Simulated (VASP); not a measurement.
Set up this calculation in VASP 6.6.1, as the native input.

```
Task                   : single point
Functional             : PBE
Dispersion             : D3(BJ)
Potentials or basis    : VASP PAW PBE potentials, release 64 (Hf_pv, N)
Cutoff                 : 600 eV
k mesh                 : 16 × 16 × 16
Occupations            : gaussian, width 0.1 eV
Spin                   : no spin polarisation
Dipole correction      : no
Further INCAR settings : ALGO = Normal; EDIFF = 1e-06; NBANDS = 14
```

The structure of HfN lies in POSCAR:

```
HfN
1.0
    0.0000000000      2.2584862477      2.2584862477
    2.2584862477      0.0000000000      2.2584862477
    2.2584862477      2.2584862477      0.0000000000
Hf N
1 1
Direct
    0.0000000000      0.0000000000      0.0000000000
    0.5000000000      0.5000000000      0.5000000000
```

One way to write it, as run:

INCAR

```
SYSTEM = HfN
PREC     = Accurate       ! precision mode
ENCUT    = 600            ! plane-wave cutoff, eV
EDIFF    = 1E-6           ! SCF threshold, eV
ISMEAR   = 0              ! smearing method
SIGMA    = 0.1            ! smearing width, eV
LREAL    = .FALSE.        ! projectors in reciprocal space
LASPH    = .TRUE.         ! aspherical terms in the spheres
NELM     = 120            ! most SCF steps
ALGO     = Normal         ! electronic algorithm
ISIF     = 2              ! what is computed and relaxed
LWAVE    = .FALSE.        ! write WAVECAR
LCHARG   = .FALSE.        ! write CHGCAR
GGA      = PE             ! functional
IVDW     = 12             ! dispersion correction
NBANDS   = 14             ! bands
GGA_COMPAT= .FALSE.
```

KPOINTS

```
regular mesh
0
G
  16 16 16
  0 0 0
```

Potentials or basis: VASP PAW PBE potentials, release 64 (Hf_pv, N).

The run is started by

```console
$ cat potpaw_PBE.64/Hf_pv/POTCAR potpaw_PBE.64/N/POTCAR > POTCAR
$ mpirun -np 1 vasp_std > vasp.out
```

It gave:

```
Pressure                   : -2.5 GPa
Band gap on the k mesh     : zero (an odd number of electrons rules out a gap without spin polarisation)
Dispersion energy per atom : -0.386 eV
```

Caveat: spin-orbit coupling is left out, which moves the levels of the heavy elements.

It took 110 s on 1 thread of Intel Xeon 8259CL, with other jobs on the host, peak memory 0.21 GiB.
